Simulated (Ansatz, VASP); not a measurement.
# Mg in VASP and in Ansatz

The input INCAR:

```
PREC = Accurate
ENCUT = 520
EDIFF = 1E-8
ISMEAR = -1
SIGMA = 0.05
LREAL = F
LASPH = T
NELM = 60
ALGO = Normal
ISIF = 2
LWAVE = F
LCHARG = F
GGA = PE
LEFG = T
NBANDS = 7
```

KPOINTS

```
regular mesh
0
Gamma
  16 16 16
```

File POSCAR:

```
Mg
1.0
   -1.5060300000      1.4765000000      1.4765000000
    1.4765000000     -1.5060300000      1.4765000000
    1.4765000000      1.4765000000     -1.5060300000
Mg
1
Direct
    0.0000000000      0.0000000000      0.0000000000
```

Input for Ansatz:

```yaml
crystal:
  lattice:
    - [-1.50603, 1.4765, 1.4765]
    - [1.4765, -1.50603, 1.4765]
    - [1.4765, 1.4765, -1.50603]
  atoms:
    - { symbol: Mg, position: [0.0, 0.0, 0.0] }
kpoints:
  mp_grid: { grid: [16, 16, 16] }
scf:
  occupations: { method: fermi_dirac, width: 0.05 }
hamiltonian:
  xc: pbe
  pseudopotentials: { kind: all_electron, datasets: crystal }
output:
  forces: true
  stress: true
  eigenvalues: true
  efg: { contact_densities: true }
```

Change from the starting cell: equal xy, yz and zx shear strains of -2 %, crystal datasets.

Alike in both runs: task electric field gradients; functional PBE; k mesh 16 × 16 × 16; occupations fermi-dirac, width 0.05 eV; no spin polarisation.

|  | VASP | Ansatz |
| --- | --- | --- |
| version | VASP 6.6.1 | Ansatz 0.2.0 |
| potentials or method | VASP PAW PBE potentials, release 64 (Mg), cutoff 520 eV | all-electron PAW with datasets made for the crystal, scalar-relativistic |

|  | VASP | Ansatz | Ansatz less VASP |
| --- | --- | --- | --- |
| pressure (GPa) | 63.6 | 62.7 | -0.91 |
| traceless stress, the component that is largest in VASP (GPa) | 2.60 | 2.57 | -0.029 |
| size of Vzz on the site where it differs most (V/Å²) | 0.9 | 0.5 | -0.46 |

Both programs put the cell under a high pressure, so it lies far from rest at this level. Ansatz ran all-electron here, and VASP with PAW potentials.

Noted on VASP's run: the cell as given lies far from equilibrium.
